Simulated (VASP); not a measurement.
A run of VASP 6.6.1:

Contents of INCAR:

```
PREC = Accurate ; ENCUT = 520
EDIFF = 1E-6 ; ISMEAR = -1
SIGMA = 0.05 ; LREAL = F
LASPH = T ; NELM = 80
ALGO = Normal ; ISIF = 2
LWAVE = F ; LCHARG = T
GGA = B5 ; ALDAX = 1.0
AGGAX = 1.0 ; AGGAC = 1.0
ALDAC = 0.0 ; LELF = T
LVHAR = T ; NBANDS = 16
```

File KPOINTS:

```
regular mesh
0
Gamma
  10 10 5
```

File POSCAR:

```
KPt
1.0
    3.0207210188      0.0000000000      0.0000000000
   -1.5103605094      2.6160211400      0.0000000000
    0.0000000000      0.0000000000      5.3809802105
Pt K
1 1
Direct
    0.6666666667      0.3333333333      0.0000000000
    0.0000000000      0.0000000000      0.5000000000
```

Potentials or basis: VASP PAW PBE potentials, release 64 (Pt, K_sv).

Launch:

```bash
$ cat potpaw_PBE.64/Pt/POTCAR potpaw_PBE.64/K_sv/POTCAR > POTCAR
$ mpirun -np 1 vasp_std > vasp.out
```

Hardware: 1 thread of Intel Xeon 8259CL, with other jobs on the host.

Question: Estimate the wall time of this run.

Answer: Wall time 56 s on 1 thread of Intel Xeon 8259CL, on a shared host, peak memory 0.18 GiB. Counts: scf iterations 12, k points 42.
